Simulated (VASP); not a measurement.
# Rh (Pm-3m) in VASP: further runs

Runs on Rh. Level: PBE. Tasks: single point, relaxation of cell and atoms.

Everything below comes from runs of VASP 6.6.1. Logs are shortened: lines on timing, memory, paths and dates and some standing lists are left out, and cuts for length are marked.

## 1. The cell of the first run

The structure is cubic, space group Pm-3m (No. 221). Conventional cell: a = 2.436 Å, b = 2.436 Å, c = 2.436 Å, α = 90.00°, β = 90.00°, γ = 90.00°. Rh (site symmetry m-3m) has 6 Rh at 2.44 Å within 3.2 Å.

## 2. Single point, PBE

File INCAR:

```
PREC = Accurate
ENCUT = 520
EDIFF = 1E-7
ISMEAR = -1
SIGMA = 0.1
LREAL = F
LASPH = T
NELM = 100
ALGO = Normal
ISIF = 2
LWAVE = F
LCHARG = F
GGA = PE
NBANDS = 14
```

File KPOINTS:

```
regular mesh
0
Gamma
  17 17 17
```

File POSCAR:

```
Rh
1.0
    2.4362773560      0.0000000000      0.0000000000
    0.0000000000      2.4362773560      0.0000000000
    0.0000000000      0.0000000000      2.4362773560
Rh
1
Direct
    0.0000000000      0.0000000000      0.0000000000
```

Potentials or basis: VASP PAW PBE potentials, release 64 (Rh_pv).

Run with:

```bash
$ cat potpaw_PBE.64/Rh_pv/POTCAR > POTCAR
$ mpirun -np 1 vasp_std > vasp.out
```

OUTCAR:

```text
PREC = Accurate
   ENCUT = 520
   EDIFF = 1E-7
   ISMEAR = -1
   LREAL = F
   LASPH = T
   NELM = 100
   ISIF = 2
   GGA = PE

 ion  position               nearest neighbor table
   1  0.000  0.000  0.000-

  LATTYP: Found a simple cubic cell.
 ALAT       =     2.4362773560

  Lattice vectors:

 A1 = (   2.4362773560,   0.0000000000,   0.0000000000)
 A2 = (   0.0000000000,   2.4362773560,   0.0000000000)
 A3 = (   0.0000000000,   0.0000000000,   2.4362773560)

Analysis of symmetry for initial positions (statically):
=====================================================================
 Subroutine PRICEL returns:
 Original cell was already a primitive cell.

 Routine SETGRP: Setting up the symmetry group for a
 simple cubic supercell.

 Subroutine GETGRP returns: Found 48 space group operations
[... 9 lines left out ...]

 Routine SETGRP: Setting up the symmetry group for a
 simple cubic supercell.

 Subroutine GETGRP returns: Found 48 space group operations
[... 11 lines left out ...]
                                     Primitive cell

  volume of cell :      14.4604

  direct lattice vectors                    reciprocal lattice vectors
     2.436277356  0.000000000  0.000000000     0.410462297  0.000000000  0.000000000
     0.000000000  2.436277356  0.000000000     0.000000000  0.410462297  0.000000000
     0.000000000  0.000000000  2.436277356     0.000000000  0.000000000  0.410462297

  length of vectors
     2.436277356  2.436277356  2.436277356     0.410462297  0.410462297  0.410462297

  position of ions in fractional coordinates (direct lattice)
     0.000000000  0.000000000  0.000000000

  ion indices of the primitive-cell ions
   primitive index   ion index
                 1           1

----------------------------------------------------------------------------------------

 KPOINTS: regular mesh

Automatic generation of k-mesh.
 Grid dimensions read from file:
 generate k-points for:   17   17   17

 Generating k-lattice:

  Cartesian coordinates                     Fractional coordinates (reciprocal lattice)
     0.024144841  0.000000000  0.000000000     0.058823529  0.000000000  0.000000000
     0.000000000  0.024144841  0.000000000     0.000000000  0.058823529  0.000000000
     0.000000000  0.000000000  0.024144841     0.000000000  0.000000000  0.058823529

  Length of vectors
     0.024144841  0.024144841  0.024144841

  Shift w.r.t. Gamma in fractional coordinates (k-lattice)
     0.000000000  0.000000000  0.000000000

 Subroutine IBZKPT returns following result:
 ===========================================

 Found    165 irreducible k-points:

 Following reciprocal coordinates:
            Coordinates               Weight
  0.000000  0.000000  0.000000      1.000000
  0.058824  0.000000  0.000000      6.000000
  0.117647  0.000000  0.000000      6.000000
  0.176471  0.000000  0.000000      6.000000
  0.235294  0.000000  0.000000      6.000000
  0.294118  0.000000  0.000000      6.000000
[... 16 lines left out ...]
  0.411765  0.117647  0.000000     24.000000
  0.470588  0.117647  0.000000     24.000000
 [... further k-points ...]
   k-points           NKPTS =    165   k-points in BZ     NKDIM =    165   number of bands    NBANDS=     14
   number of dos      NEDOS =    301   number of ions     NIONS =      1
   total plane-waves  NPLWV =   5832
   dimension x,y,z NGX =    18 NGY =   18 NGZ =   18
   dimension x,y,z NGXF=    36 NGYF=   36 NGZF=   36
   ions per type =               1
   NGX,Y,Z   is equivalent  to a cutoff of  12.28, 12.28, 12.28 a.u.
   NGXF,Y,Z  is equivalent  to a cutoff of  24.57, 24.57, 24.57 a.u.
 SYSTEM =  unknown system
   PREC   = accura    normal or accurate (medium, high low for compatibility)
   ISTART =      0    job   : 0-new  1-cont  2-samecut
   ICHARG =      2    charge: 1-file 2-atom 10-const
   ISPIN  =      1    spin polarized calculation?
   LNONCOLLINEAR =      F non collinear calculations
   LSORBIT =      F    spin-orbit coupling
   LASPH  =      T    aspherical Exc in radial PAW
   ENCUT  =  520.0 eV  38.22 Ry    6.18 a.u.   4.53  4.53  4.53*2*pi/ulx,y,z
   NELM   =    100;   NELMIN=  2; NELMDL= -5     # of ELM steps
   EDIFF  = 0.1E-06   stopping-criterion for ELM
   LREAL  =      F    real-space projection
   EDIFFG = 0.1E-05   stopping-criterion for IOM
   NSW    =      0    number of steps for IOM
   IBRION =     -1    ionic relax: 0-MD 1-quasi-New 2-CG
   NFREE  =      0    steps in history (QN), initial steepest desc. (CG)
   ISIF   =      2    stress and relaxation
   ISYM   =      2    0-nonsym 1-usesym 2-fastsym
   POTIM  = 0.5000    time-step for ionic-motion
   TEBEG  =    0.0;   TEEND  =   0.0 temperature during run
   PSTRESS=    0.0 pullay stress
   NELECT =      15.0000    total number of electrons
   NUPDOWN=      -1.0000    fix difference up-down
   EMIN   =  10.00;   EMAX   =-10.00  energy-range for DOS
   EFERMI =   0.00;   METHOD = LEGACY
   ISMEAR =    -1;   SIGMA  =   0.10  broadening in eV -4-tet -1-fermi 0-gaus
   EFERMI_NEDOS =   21; number of points for ismear=-14 and -15
   IALGO  =     38    algorithm
   IMIX   =      4    mixing-type and parameters
     AMIX     =   0.40;   BMIX     =  1.00
     AMIX_MAG =   1.60;   BMIX_MAG =  1.00
  volume/ion in A,a.u.               =      14.46        97.58
  Fermi-wavevector in a.u.,A,eV,Ry     =   1.657214  3.131680 37.366460  2.746357
  Thomas-Fermi vector in A             =   2.745005
   LORBIT       =      0    0 simple, 1 ext, 2 COOP (PROOUT), +10 PAW based schemes
   GGA     = PE    functional components
   LHFCALC =     F    Hartree Fock is set to
   AEXX    =    0.0000 exact exchange contribution
   IVDW    =     0    specifies the selected vdW correction
   LEPSILON=     F    determine dielectric tensor
   LRPA    =     F    only Hartree local field effects (RPA)
 non-spin polarized calculation
  energy-cutoff  :      520.00
  volume of cell :       14.46
 maximum number of plane-waves:       405
   NGX =  9   NGY =  9   NGZ =  9

 number of electron      15.0000014 magnetization

 Free energy of the ion-electron system (eV)
  ---------------------------------------------------
  ext. energy  EPLUGINS =         0.00000000
  ---------------------------------------------------
  free energy    TOTEN  =        -6.33996455 eV

  energy without entropy =       -6.29241801  energy(sigma->0) =       -6.31619128

 E-fermi :  11.1765     XC(G=0): -13.5440

 val. band max:       11.1755272074   @ k =   0.1765   0.0588   0.0000
 cond. band min:      11.1806378416   @ k =   0.1765   0.0588   0.0588
 fundamental gap:      0.0051106342
 Fermi energy:        11.1764636633

 k-point     1 :       0.0000    0.0000    0.0000
  band No.  band energies     occupation
      1     -35.0054      2.00000
      2     -35.0054      2.00000
      3     -35.0054      2.00000
      4       3.6373      2.00000
      5       5.1655      2.00000
      6       5.1655      2.00000
      7      12.1042      0.00019
      8      12.1042      0.00019
      9      12.1042      0.00019
     10      28.8741      0.00000
     11      28.8741      0.00000
     12      28.8741      0.00000
     13      32.1077      0.00000
     14      37.0662      0.00000

 k-point     2 :       0.0588    0.0000    0.0000
  band No.  band energies     occupation
      1     -35.0417      2.00000
      2     -35.0024      2.00000
      3     -35.0024      2.00000
      4       3.7481      2.00000
      5       5.1887      2.00000
      6       5.2753      2.00000
      7      11.9977      0.00054
      8      11.9977      0.00054
      9      12.1124      0.00017
     10      28.1452      0.00000
     11      29.0747      0.00000
     12      29.0747      0.00000
     13      32.1088      0.00000
     14      36.2178      0.00000

 k-point     3 :       0.1176    0.0000    0.0000
  band No.  band energies     occupation
      1     -35.1449      2.00000
      2     -34.9936      2.00000
      3     -34.9936      2.00000
      4       4.0477      2.00000
      5       5.2557      2.00000
      6       5.6223      2.00000
      7      11.7035      0.01023
      8      11.7035      0.01023
      9      12.1359      0.00014
     10      26.5365      0.00000
     11      29.6467      0.00000
     12      29.6467      0.00000
     13      32.1099      0.00000
     14      34.8418      0.00000

 k-point     4 :       0.1765    0.0000    0.0000
  band No.  band energies     occupation
      1     -35.2995      2.00000
      2     -34.9804      2.00000
      3     -34.9804      2.00000
      4       4.4552      2.00000
      5       5.3592      2.00000
      6       6.2399      2.00000
      7      11.2841      0.50833
      8      11.2841      0.50833
      9      12.1718      0.00010
     10      24.7059      0.00000
     11      30.5141      0.00000
     12      30.5141      0.00000
     13      32.1103      0.00000
     14      33.3568      0.00000

 k-point     5 :       0.2353    0.0000    0.0000
  band No.  band energies     occupation
      1     -35.4829      2.00000
      2     -34.9643      2.00000
      3     -34.9643      2.00000
      4       4.8963      2.00000
      5       5.4871      2.00000
      6       7.1207      2.00000
      7      10.8145      1.94779
      8      10.8145      1.94779
      9      12.2155      0.00006
     10      22.9267      0.00000
     11      31.5822      0.00000
[... 276 lines left out ...]
 k-point    22 :       0.3529    0.1176    0.0000
  band No.  band energies     occupation
      1     -35.8183      2.00000
      2     -35.0673      2.00000
      3     -34.9213      2.00000
      4       5.8555      2.00000
      5       6.3640      2.00000
      6       8.3156      2.00000
      7      10.0381      1.99998
      8      10.7927      1.95784
      9      11.9446      0.00092
     10      20.3200      0.00000
     11      29.4574      0.00000
     12      31.7047      0.00000
     13      32.1211      0.00000
     14      34.7861      0.00000

 k-point    23 :       0.4118    0.1176    0.0000
  band No.  band energies     occupation
      1     -35.9402      2.00000
      2     -35.0552      2.00000
      3     -34.9101      2.00000
      4       6.0249      2.00000
      5       6.6419      2.00000
      6       8.2271      2.00000
      7       9.7680      2.00000
      8      11.6467      0.01798
      9      11.9807      0.00064
     10      19.1290      0.00000
     11      29.2931      0.00000
     12      32.0417      0.00000
     13      32.1615      0.00000
     14      35.0972      0.00000

 k-point    24 :       0.4706    0.1176    0.0000
  band No.  band energies     occupation
      1     -36.0050      2.00000
      2     -35.0488      2.00000
      3     -34.9040      2.00000
      4       6.1045      2.00000
      5       6.8412      2.00000
      6       8.0846      2.00000
      7       9.6273      2.00000
      8      12.0003      0.00053
      9      12.3005      0.00003
     10      18.4024      0.00000
     11      29.1154      0.00000
     12      32.1071      0.00000
     13      32.6422      0.00000
     14      34.0536      0.00000

 [... further k-points ...]
[... 5 lines left out ...]
  --------------------------------------------------------------------------------------
  -------------------------------------------------------------------------------------
  Total        2.7297825      2.7297825      2.7297825      0.0000000     -0.0000000      0.0000000
  in kB      302.4533793    302.4533793    302.4533793      0.0000000     -0.0000000      0.0000000
  external PRESSURE =     302.4533793 kB  Pullay stress =       0.0000000 kB

 VOLUME and BASIS-vectors are now :
 -----------------------------------------------------------------------------
  energy-cutoff  :      520.00
  volume of cell :       14.46
      direct lattice vectors                 reciprocal lattice vectors
     2.436277356  0.000000000  0.000000000     0.410462297  0.000000000  0.000000000
     0.000000000  2.436277356  0.000000000     0.000000000  0.410462297  0.000000000
     0.000000000  0.000000000  2.436277356     0.000000000  0.000000000  0.410462297

 POSITION                                       TOTAL-FORCE (eV/Angst)
 -----------------------------------------------------------------------------------
      0.00000      0.00000      0.00000         0.000000      0.000000      0.000000
 -----------------------------------------------------------------------------------
    total drift:                                0.000000      0.000000      0.000000

  FREE ENERGIE OF THE ION-ELECTRON SYSTEM (eV)
  ---------------------------------------------------
  free  energy   TOTEN  =        -6.3399645480 eV

  energy  without entropy=       -6.2924180103  energy(sigma->0) =       -6.31619128
```

Run time: 12 s. Hardware: 1 thread of Intel Xeon Platinum 8488C (Sapphire Rapids), shared host; peak memory 0.14 GiB.

What came out:

| Quantity | Value |
| --- | --- |
| Free energy | -6.3400 eV |
| Pressure | 30.2 GPa |

## 3. Single point, PBE

This run uses another cell than the first one, of 14.95 Å³/atom, 1.034 times its volume.

File INCAR:

```
SYSTEM = Rh
ALGO = Normal ; EDIFF = 1E-6
ENCUT = 520 ; GGA = PE
ISIF = 2 ; ISMEAR = -1
LASPH = .TRUE. ; LCHARG = .FALSE.
LREAL = .FALSE. ; LWAVE = .FALSE.
NBANDS = 14 ; NELM = 60
PREC = Accurate ; SIGMA = 0.1
```

File KPOINTS:

```
k-points
0
G
  17 17 17
  0 0 0
```

File POSCAR:

```
Rh
1.0
    2.4636022267      0.0000000000      0.0000000000
    0.0000000000      2.4636022267      0.0000000000
    0.0000000000      0.0000000000      2.4636022267
Rh
1
Direct
    0.0000000000      0.0000000000      0.0000000000
```

Potentials or basis: VASP PAW PBE potentials, release 64 (Rh_pv).

Run with:

```bash
$ cat potpaw_PBE.64/Rh_pv/POTCAR > POTCAR
$ mpirun -np 1 vasp_std > vasp.out
```

It took 11 s on 1 thread of Intel Xeon Platinum 8488C (Sapphire Rapids), shared host; peak memory 0.14 GiB.

It converged, with:

```
Free energy : -6.4172 eV
Pressure    : 20.1 GPa
```

Levels at points of the mesh, in eV from the Fermi level:
```tsv
k point	band 4	band 5	band 6	band 7	band 8	band 9	band 10	band 11
(0.00, 0.00, 0.00)	-7.31	-5.73	-5.73	0.87	0.87	0.87	17.45	17.45
```

[end of part 1 of 3]
